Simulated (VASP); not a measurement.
# Br (Cmce) in VASP: further runs, part 2 of 3

VASP 6.6.1. Earlier steps stand in the parts before.

**3. Single point, PBE0**

Input file POSCAR:

```
Br
1.0
    4.2931116797     -2.1343675665      0.0000000000
    4.2931116797      2.1343675665      0.0000000000
    0.0000000000      0.0000000000      8.7329380296
Br
4
Direct
    0.8591892655      0.1408107345      0.1182799109
    0.6408107345      0.3591892655      0.6182799109
    0.1408107345      0.8591892655      0.8817200891
    0.3591892655      0.6408107345      0.3817200891
```

Input file INCAR.step1:

```
PREC = Accurate
ENCUT = 520
EDIFF = 1E-5
ISMEAR = -1
SIGMA = 0.1
LREAL = F
LASPH = T
NELM = 60
ALGO = Normal
ISIF = 2
LWAVE = T
LCHARG = F
NBANDS = 22
GGA = PE
```

Input file INCAR.step2:

```
PREC = Accurate
ENCUT = 520
EDIFF = 1E-6
ISMEAR = -1
SIGMA = 0.1
LREAL = F
LASPH = T
NELM = 60
ALGO = Normal
ISIF = 2
LWAVE = F
LCHARG = F
GGA = PE
LHFCALC = T
AEXX = 0.25
PRECFOCK = Normal
NBANDS = 22
ISTART = 1
```

Input file KPOINTS:

```
regular mesh
0
Gamma
  4 4 2
```

Potentials or basis: VASP PAW PBE potentials, release 64 (Br).

The run is started by

```bash
$ cat potpaw_PBE.64/Br/POTCAR > POTCAR
$ cp INCAR.step1 INCAR
$ mpirun -np 1 vasp_std > vasp.out
$ cp INCAR.step2 INCAR
$ mpirun -np 1 vasp_std > vasp.out
```

OUTCAR:

```text
PREC = Accurate
   ENCUT = 520
   EDIFF = 1E-6
   ISMEAR = -1
   LREAL = F
   LASPH = T
   NELM = 60
   ISIF = 2
   GGA = PE
   LHFCALC = T
   AEXX = 0.25
   PRECFOCK = Normal
   ISTART = 1

 ion  position               nearest neighbor table
   1  0.859  0.141  0.118-   3 2.39
   2  0.641  0.359  0.618-   4 2.39
   3  0.141  0.859  0.882-   1 2.39
   4  0.359  0.641  0.382-   2 2.39

  LATTYP: Found a base centered orthorhombic cell.
 ALAT       =     4.2687351330
 B/A-ratio  =     2.0114209694
 C/A-ratio  =     2.0457905580

  Lattice vectors:

 A1 = (  -4.2931116797,  -2.1343675665,   0.0000000000)
 A2 = (   4.2931116797,  -2.1343675665,   0.0000000000)
 A3 = (   0.0000000000,   0.0000000000,   8.7329380296)

Analysis of symmetry for initial positions (statically):
=====================================================================
 Subroutine PRICEL returns:
 Original cell was already a primitive cell.

 Routine SETGRP: Setting up the symmetry group for a
 base centered orthorhombic supercell.

 Subroutine GETGRP returns: Found  8 space group operations
 (whereof  4 operations were pure point group operations)
 out of a pool of  8 trial point group operations.

The static configuration has the point symmetry C_2h.
 The point group associated with its full space group is D_2h.

Analysis of symmetry for dynamics (positions and initial velocities):
=====================================================================
 Subroutine PRICEL returns:
 Original cell was already a primitive cell.

 Routine SETGRP: Setting up the symmetry group for a
 base centered orthorhombic supercell.

 Subroutine GETGRP returns: Found  8 space group operations
[... 119 lines left out ...]
  Fermi-wavevector in a.u.,A,eV,Ry     =   0.915623  1.730277 11.406667  0.838366
  Thomas-Fermi vector in A             =   2.040386
   LORBIT       =      0    0 simple, 1 ext, 2 COOP (PROOUT), +10 PAW based schemes
   GGA     = PE    functional components
   LHFCALC =     T    Hartree Fock is set to
   PRECFOCK=normal    Normal, Fast or Accurate (Low or Medium for compatibility)
   ENCUT4O =  -1.0   cutoff for four orbital integrals eV
   NKREDX  =     1    reduce k-point grid by
   NKREDY  =     1    reduce k-point grid by
   NKREDZ  =     1    reduce k-point grid by
   AEXX    =    0.2500 exact exchange contribution
   HFSCREEN=    0.0000 screening length (either q_TF or 0.3 A-1)
   HFSCREENC=   0.0000 screening length for correlation (either q_TF or 0.3 A-1)
   ENCUTFOCK=  -1.0 apply spherical cutoff to Coloumb kernel
   IVDW    =     0    specifies the selected vdW correction
   LEPSILON=     F    determine dielectric tensor
   LRPA    =     F    only Hartree local field effects (RPA)
 non-spin polarized calculation
  energy-cutoff  :      520.00
  volume of cell :      160.04
 maximum number of plane-waves:      4334
  NGX = 28; NGY = 28; NGZ = 50

 number of electron      27.9999999 magnetization

 Free energy of the ion-electron system (eV)
  ---------------------------------------------------
  ext. energy  EPLUGINS =         0.00000000
  ---------------------------------------------------
  free energy    TOTEN  =       -10.33670084 eV

  energy without entropy =      -10.33670071  energy(sigma->0) =      -10.33670078

 E-fermi :  -0.8574     XC(G=0):  -5.5543

 val. band max:       -2.5239850177   @ k =   0.5000   0.0000   0.5000
 cond. band min:       0.7164640577   @ k =   0.0000   0.0000   0.0000
 fundamental gap:      3.2404490754
 Fermi energy:        -0.8573585310

 k-point     1 :       0.0000    0.0000    0.0000
  band No.  band energies     occupation
      1     -19.4097      2.00000
      2     -18.8126      2.00000
      3     -17.0417      2.00000
      4     -15.9367      2.00000
      5      -7.4617      2.00000
      6      -6.0638      2.00000
[... 339 lines left out ...]
     21       8.7651      0.00000
     22       8.7778      0.00000

------------------------ aborting loop because EDIFF is reached ----------------------------------------

  FORCE on cell =-STRESS in cart. coord.  units (eV):
  Direction    XX          YY          ZZ          XY          YZ          ZX
  --------------------------------------------------------------------------------------
  -------------------------------------------------------------------------------------
  Total       -0.0728604     -0.6064373     -2.3830165      0.0000000      0.0000000      0.0000000
  in kB       -0.7294081     -6.0710623    -23.8564524      0.0000000      0.0000000      0.0000000
  external PRESSURE =     -10.2189743 kB  Pullay stress =       0.0000000 kB

 VOLUME and BASIS-vectors are now :
 -----------------------------------------------------------------------------
  energy-cutoff  :      520.00
  volume of cell :      160.04
      direct lattice vectors                 reciprocal lattice vectors
     4.293111680 -2.134367566  0.000000000     0.116465640 -0.234261431  0.000000000
     4.293111680  2.134367566  0.000000000     0.116465640  0.234261431  0.000000000
     0.000000000  0.000000000  8.732938030     0.000000000  0.000000000  0.114509000

 POSITION                                       TOTAL-FORCE (eV/Angst)
 -----------------------------------------------------------------------------------
      4.29311     -1.53328      1.03293         0.000000     -0.401664     -0.752737
      4.29311     -0.60108      5.39940         0.000000      0.401664     -0.752737
      4.29311      1.53328      7.70001         0.000000      0.401664      0.752737
      4.29311      0.60108      3.33354         0.000000     -0.401664      0.752737
 -----------------------------------------------------------------------------------
    total drift:                               -0.000003      0.000000      0.000000

  FREE ENERGIE OF THE ION-ELECTRON SYSTEM (eV)
  ---------------------------------------------------
  free  energy   TOTEN  =       -10.3367008442 eV

  energy  without entropy=      -10.3367007131  energy(sigma->0) =      -10.33670078
```

OUTCAR.step1:

```text
PREC = Accurate
   ENCUT = 520
   EDIFF = 1E-5
   ISMEAR = -1
   LREAL = F
   LASPH = T
[... 567 lines left out ...]
      4.29311     -1.53328      1.03293         0.000000     -0.003894      0.002975
      4.29311     -0.60108      5.39940         0.000000      0.003894      0.002975
      4.29311      1.53328      7.70001         0.000000      0.003894     -0.002975
      4.29311      0.60108      3.33354         0.000000     -0.003894     -0.002975
 -----------------------------------------------------------------------------------
    total drift:                               -0.000000     -0.000000     -0.000000

  FREE ENERGIE OF THE ION-ELECTRON SYSTEM (eV)
  ---------------------------------------------------
  free  energy   TOTEN  =        -6.5661215055 eV

  energy  without entropy=       -6.5654631496  energy(sigma->0) =       -6.56579233
```

OSZICAR.step1:

```text
N       E                     dE             d eps       ncg     rms          rms(c)
DAV:   1     0.180556990135E+03    0.18056E+03   -0.11080E+04   616   0.104E+03
DAV:   2     0.885783565049E+01   -0.17170E+03   -0.16567E+03   884   0.179E+02
DAV:   3    -0.675258556552E+01   -0.15610E+02   -0.15552E+02   778   0.620E+01
DAV:   4    -0.693771278484E+01   -0.18513E+00   -0.18508E+00   770   0.807E+00
DAV:   5    -0.693944447159E+01   -0.17317E-02   -0.17316E-02   806   0.766E-01    0.103E+01
DAV:   6    -0.666621954104E+01    0.27322E+00   -0.19783E-01   736   0.224E+00    0.675E+00
DAV:   7    -0.657405444814E+01    0.92165E-01   -0.44030E-01   724   0.330E+00    0.587E-01
DAV:   8    -0.656598801568E+01    0.80664E-02   -0.48640E-02   682   0.113E+00    0.275E-01
DAV:   9    -0.656605151914E+01   -0.63503E-04   -0.93164E-04   736   0.186E-01    0.914E-02
DAV:  10    -0.656611901302E+01   -0.67494E-04   -0.13112E-04   780   0.662E-02    0.539E-02
DAV:  11    -0.656612150547E+01   -0.24924E-05   -0.19467E-05   586   0.249E-02
   1 F= -.65661215E+01 E0= -.65657923E+01  d E =-.658356E-03
```

Wall time 34 min (1 thread of Intel Xeon Platinum 8375C at 2.90GHz (Ice Lake), shared host); peak memory 0.33 GiB.

Results:

- Free energy: -10.3367 eV
- Pressure: -1.0 GPa
- Largest force: 0.853 eV/Å
- Band gap on the k mesh: 3.24 eV (least direct gap 3.30 eV)

Forces on the atoms (eV/Å):
```
Br   0.000 -0.402 -0.753
Br   0.000  0.402 -0.753
Br   0.000  0.402  0.753
Br   0.000 -0.402  0.753
```

Stress tensor (GPa, compression positive):
```
-0.07  0.00  0.00
 0.00 -0.61  0.00
 0.00  0.00 -2.39
```

Caveat: this functional lacks dispersion, which holds the molecules together, so the pressure and a relaxed volume are unreliable; the PAW data sets were made with another functional, which shifts forces and pressure a little. A k mesh can miss the band edges.

[end of part 2 of 3]
